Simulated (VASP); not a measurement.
# CdSe (Fm-3m) in VASP: further runs, part 2 of 2

VASP 6.6.1. Earlier steps stand in the parts before.

## 4. Single point, PBE

INCAR

```
PREC = Accurate
ENCUT = 500
EDIFF = 1E-6
ISMEAR = 1
SIGMA = 0.014
LREAL = F
LASPH = T
NELM = 120
ALGO = Normal
ISIF = 2
LWAVE = F
LCHARG = F
GGA = PE
NBANDS = 16
GGA_COMPAT = F
```

KPOINTS

```
regular mesh
0
Gamma
  4 4 4
```

POSCAR

```
CdSe
1.0
    0.0000000000      2.8739580000      2.8739580000
    2.8739580000      0.0000000000      2.8739580000
    2.8739580000      2.8739580000      0.0000000000
Cd Se
1 1
Direct
    0.0000000000      0.0000000000      0.0000000000
    0.5000000000      0.5000000000      0.5000000000
```

Potentials or basis: VASP PAW PBE potentials, release 64 (Cd, Se).

Started as:

```
$ cat potpaw_PBE.64/Cd/POTCAR potpaw_PBE.64/Se/POTCAR > POTCAR
$ mpirun -np 1 vasp_std > vasp.out
```

OUTCAR:

```text
PREC = Accurate
   ENCUT = 500
   EDIFF = 1E-6
   ISMEAR = 1
   LREAL = F
   LASPH = T
   NELM = 120
   ISIF = 2
   GGA = PE

 ion  position               nearest neighbor table
   1  0.000  0.000  0.000-   2 2.87   2 2.87   2 2.87   2 2.87   2 2.87   2 2.87
   2  0.500  0.500  0.500-   1 2.87   1 2.87   1 2.87   1 2.87   1 2.87   1 2.87

  LATTYP: Found a face centered cubic cell.
 ALAT       =     5.7479160000

  Lattice vectors:

 A1 = (   0.0000000000,   2.8739580000,   2.8739580000)
 A2 = (   2.8739580000,   0.0000000000,   2.8739580000)
 A3 = (   2.8739580000,   2.8739580000,   0.0000000000)

Analysis of symmetry for initial positions (statically):
=====================================================================
 Subroutine PRICEL returns:
 Original cell was already a primitive cell.

 Routine SETGRP: Setting up the symmetry group for a
 face centered cubic supercell.

 Subroutine GETGRP returns: Found 48 space group operations
 (whereof 48 operations were pure point group operations)
 out of a pool of 48 trial point group operations.

The static configuration has the point symmetry O_h .

Analysis of symmetry for dynamics (positions and initial velocities):
=====================================================================
 Subroutine PRICEL returns:
 Original cell was already a primitive cell.

 Routine SETGRP: Setting up the symmetry group for a
 face centered cubic supercell.

 Subroutine GETGRP returns: Found 48 space group operations
 (whereof 48 operations were pure point group operations)
 out of a pool of 48 trial point group operations.

The dynamic configuration has the point symmetry O_h .

 Subroutine INISYM returns: Found 48 space group operations
 (whereof 48 operations are pure point group operations),
 and found     1 'primitive' translations

----------------------------------------------------------------------------------------

                                     Primitive cell

  volume of cell :      47.4757

  direct lattice vectors                    reciprocal lattice vectors
     0.000000000  2.873958000  2.873958000    -0.173976098  0.173976098  0.173976098
     2.873958000  0.000000000  2.873958000     0.173976098 -0.173976098  0.173976098
     2.873958000  2.873958000  0.000000000     0.173976098  0.173976098 -0.173976098

  length of vectors
     4.064390381  4.064390381  4.064390381     0.301335442  0.301335442  0.301335442

  position of ions in fractional coordinates (direct lattice)
     0.000000000  0.000000000  0.000000000
     0.500000000  0.500000000  0.500000000

  ion indices of the primitive-cell ions
   primitive index   ion index
                 1           1
                 2           2

----------------------------------------------------------------------------------------

 KPOINTS: regular mesh

Automatic generation of k-mesh.
 Grid dimensions read from file:
 generate k-points for:    4    4    4

 Generating k-lattice:

  Cartesian coordinates                     Fractional coordinates (reciprocal lattice)
    -0.043494025  0.043494025  0.043494025     0.250000000  0.000000000  0.000000000
     0.043494025 -0.043494025  0.043494025     0.000000000  0.250000000  0.000000000
     0.043494025  0.043494025 -0.043494025     0.000000000  0.000000000  0.250000000

  Length of vectors
     0.075333860  0.075333860  0.075333860

  Shift w.r.t. Gamma in fractional coordinates (k-lattice)
     0.000000000  0.000000000  0.000000000

 Subroutine IBZKPT returns following result:
 ===========================================

 Found      8 irreducible k-points:

 Following reciprocal coordinates:
            Coordinates               Weight
  0.000000  0.000000  0.000000      1.000000
  0.250000  0.000000  0.000000      8.000000
  0.500000  0.000000  0.000000      4.000000
  0.250000  0.250000  0.000000      6.000000
  0.500000  0.250000  0.000000     24.000000
 -0.250000  0.250000  0.000000     12.000000
  0.500000  0.500000  0.000000      3.000000
 -0.250000  0.500000  0.250000      6.000000
   k-points           NKPTS =      8   k-points in BZ     NKDIM =      8   number of bands    NBANDS=     16
   number of dos      NEDOS =    301   number of ions     NIONS =      2
   total plane-waves  NPLWV =  27000
   dimension x,y,z NGX =    30 NGY =   30 NGZ =   30
   dimension x,y,z NGXF=    60 NGYF=   60 NGZF=   60
   ions per type =               1   1
   NGX,Y,Z   is equivalent  to a cutoff of  12.27, 12.27, 12.27 a.u.
   NGXF,Y,Z  is equivalent  to a cutoff of  24.54, 24.54, 24.54 a.u.
 SYSTEM =  unknown system
   PREC   = accura    normal or accurate (medium, high low for compatibility)
   ISTART =      0    job   : 0-new  1-cont  2-samecut
   ICHARG =      2    charge: 1-file 2-atom 10-const
   ISPIN  =      1    spin polarized calculation?
   LNONCOLLINEAR =      F non collinear calculations
   LSORBIT =      F    spin-orbit coupling
   LASPH  =      T    aspherical Exc in radial PAW
   ENCUT  =  500.0 eV  36.75 Ry    6.06 a.u.   7.41  7.41  7.41*2*pi/ulx,y,z
   NELM   =    120;   NELMIN=  2; NELMDL= -5     # of ELM steps
   EDIFF  = 0.1E-05   stopping-criterion for ELM
   LREAL  =      F    real-space projection
   EDIFFG = 0.1E-04   stopping-criterion for IOM
   NSW    =      0    number of steps for IOM
   IBRION =     -1    ionic relax: 0-MD 1-quasi-New 2-CG
   NFREE  =      0    steps in history (QN), initial steepest desc. (CG)
   ISIF   =      2    stress and relaxation
   ISYM   =      2    0-nonsym 1-usesym 2-fastsym
   POTIM  = 0.5000    time-step for ionic-motion
   TEBEG  =    0.0;   TEEND  =   0.0 temperature during run
   PSTRESS=    0.0 pullay stress
   NELECT =      18.0000    total number of electrons
   NUPDOWN=      -1.0000    fix difference up-down
   EMIN   =  10.00;   EMAX   =-10.00  energy-range for DOS
   EFERMI =   0.00;   METHOD = LEGACY
   ISMEAR =     1;   SIGMA  =   0.01  broadening in eV -4-tet -1-fermi 0-gaus
   EFERMI_NEDOS =   21; number of points for ismear=-14 and -15
   IALGO  =     38    algorithm
   IMIX   =      4    mixing-type and parameters
     AMIX     =   0.40;   BMIX     =  1.00
     AMIX_MAG =   1.60;   BMIX_MAG =  1.00
  volume/ion in A,a.u.               =      23.74       160.19
  Fermi-wavevector in a.u.,A,eV,Ry     =   1.184882  2.239103 19.101849  1.403946
  Thomas-Fermi vector in A             =   2.321088
   LORBIT       =      0    0 simple, 1 ext, 2 COOP (PROOUT), +10 PAW based schemes
   GGA     = PE    functional components
   LHFCALC =     F    Hartree Fock is set to
   AEXX    =    0.0000 exact exchange contribution
   IVDW    =     0    specifies the selected vdW correction
   LEPSILON=     F    determine dielectric tensor
   LRPA    =     F    only Hartree local field effects (RPA)
 non-spin polarized calculation
 Methfessel and Paxton  Order N= 1 SIGMA  =   0.01
  energy-cutoff  :      500.00
  volume of cell :       47.48
 maximum number of plane-waves:      1243
 NGX is ok and might be reduce to    30
   NGX = 15   NGY = 15   NGZ = 15

 number of electron      18.0000008 magnetization

 Free energy of the ion-electron system (eV)
  ---------------------------------------------------
  ext. energy  EPLUGINS =         0.00000000
  ---------------------------------------------------
  free energy    TOTEN  =        -5.12367270 eV

  energy without entropy =       -5.12321155  energy(sigma->0) =       -5.12351898

 E-fermi :   2.2153     XC(G=0):  -9.9903

 val. band max:        2.2132319524   @ k =   0.5000   0.0000   0.0000
 cond. band min:       2.3536453232   @ k =   0.0000   0.0000   0.0000
 fundamental gap:      0.1404133708
 Fermi energy:         2.2153255253

 k-point     1 :       0.0000    0.0000    0.0000
  band No.  band energies     occupation
      1     -10.6233      2.00000
      2      -5.6312      2.00000
      3      -5.6312      2.00000
      4      -5.6156      2.00000
      5      -5.6156      2.00000
      6      -5.6156      2.00000
[... 8 lines left out ...]
     15      12.0345      0.00000
     16      12.0345      0.00000
[... 115 lines left out ...]
 k-point     8 :      -0.2500    0.5000    0.2500
  band No.  band energies     occupation
      1      -9.7415      2.00000
      2      -5.7293      2.00000
      3      -5.6058      2.00000
      4      -5.6058      2.00000
      5      -5.4292      2.00000
      6      -5.0914      2.00000
[... 8 lines left out ...]
     15      14.2127      0.00000
     16      17.1381      0.00000

------------------------ aborting loop because EDIFF is reached ----------------------------------------

  FORCE on cell =-STRESS in cart. coord.  units (eV):
  Direction    XX          YY          ZZ          XY          YZ          ZX
  --------------------------------------------------------------------------------------
  -------------------------------------------------------------------------------------
  Total        0.1018403      0.1018403      0.1018403      0.0000000      0.0000000     -0.0000000
  in kB        3.4368373      3.4368373      3.4368373      0.0000000      0.0000000     -0.0000000
  external PRESSURE =       3.4368373 kB  Pullay stress =       0.0000000 kB

 VOLUME and BASIS-vectors are now :
 -----------------------------------------------------------------------------
  energy-cutoff  :      500.00
  volume of cell :       47.48
      direct lattice vectors                 reciprocal lattice vectors
     0.000000000  2.873958000  2.873958000    -0.173976098  0.173976098  0.173976098
     2.873958000  0.000000000  2.873958000     0.173976098 -0.173976098  0.173976098
     2.873958000  2.873958000  0.000000000     0.173976098  0.173976098 -0.173976098

 POSITION                                       TOTAL-FORCE (eV/Angst)
 -----------------------------------------------------------------------------------
      0.00000      0.00000      0.00000         0.000000     -0.000000      0.000000
      2.87396      2.87396      2.87396         0.000000      0.000000      0.000000
 -----------------------------------------------------------------------------------
    total drift:                               -0.000000      0.000000      0.000000

  FREE ENERGIE OF THE ION-ELECTRON SYSTEM (eV)
  ---------------------------------------------------
  free  energy   TOTEN  =        -5.1236727034 eV

  energy  without entropy=       -5.1232115473  energy(sigma->0) =       -5.12351898
```

OSZICAR:

```text
N       E                     dE             d eps       ncg     rms          rms(c)
DAV:   1     0.111938431793E+03    0.11194E+03   -0.89114E+03   256   0.101E+03
DAV:   2    -0.180302148309E+01   -0.11374E+03   -0.10676E+03   304   0.252E+02
DAV:   3    -0.555431765466E+01   -0.37513E+01   -0.37470E+01   336   0.489E+01
DAV:   4    -0.556489338123E+01   -0.10576E-01   -0.10575E-01   304   0.262E+00
DAV:   5    -0.556494247990E+01   -0.49099E-04   -0.49099E-04   328   0.155E-01    0.538E+00
DAV:   6    -0.513780633158E+01    0.42714E+00   -0.62485E-01   304   0.913E+00    0.437E+00
DAV:   7    -0.512410016889E+01    0.13706E-01   -0.93677E-02   256   0.222E+00    0.213E+00
DAV:   8    -0.512360034658E+01    0.49982E-03   -0.91377E-03   320   0.101E+00    0.152E-01
DAV:   9    -0.512362367234E+01   -0.23326E-04   -0.58807E-04   304   0.227E-01    0.494E-02
DAV:  10    -0.512365994769E+01   -0.36275E-04   -0.41048E-05   304   0.668E-02    0.355E-02
DAV:  11    -0.512367231304E+01   -0.12365E-04   -0.12300E-05   304   0.304E-02    0.749E-03
DAV:  12    -0.512367270342E+01   -0.39038E-06   -0.24601E-07   224   0.418E-03
   1 F= -.51236727E+01 E0= -.51235190E+01  d E =-.461156E-03
```

Run time: 7.2 s. Hardware: 1 thread of Intel Xeon Platinum 8259CL at 2.50GHz (Skylake/Cascade Lake), shared host; peak memory 0.16 GiB.

What came out:

- Free energy: -5.1237 eV
- Pressure: 0.3 GPa
- Band gap on the k mesh: zero (bands 9 and 10 overlap by 0.39 eV)

Caveat: the k points lie up to 0.47 Å⁻¹ apart; semilocal functionals underestimate gaps, and a narrow one can read as zero.

## 5. The runs side by side

```csv
cell,k mesh,smearing,gap on the mesh (eV),pressure (GPa)
"a = 4.064 Å, angles 60.0°, 2 atoms",2 × 2 × 2,fermi-dirac 0.25852 eV,none,7.8
"a = 3.764 Å, angles 60.0°, 2 atoms",4 × 4 × 4,gaussian 0.1 eV,none,24.8
"a = 4.064 Å, angles 60.0°, 2 atoms",4 × 4 × 4,methfessel-paxton 0.014 eV,none,0.3
```

Alike in all rows: task single point; level PBE; potentials or basis VASP PAW PBE potentials, release 64 (Cd, Se); no spin polarisation; cutoff (eV) 500.

Caveats: all runs use coarse meshes; semilocal functionals underestimate gaps, and a narrow one can read as zero; so wide a smearing shifts energies and pressures (at least some runs).

Total energies depend on the potentials used, so only differences within one code and one set of settings carry meaning.

The gap in the log of VASP goes by the Fermi energy; the results here count the filled bands.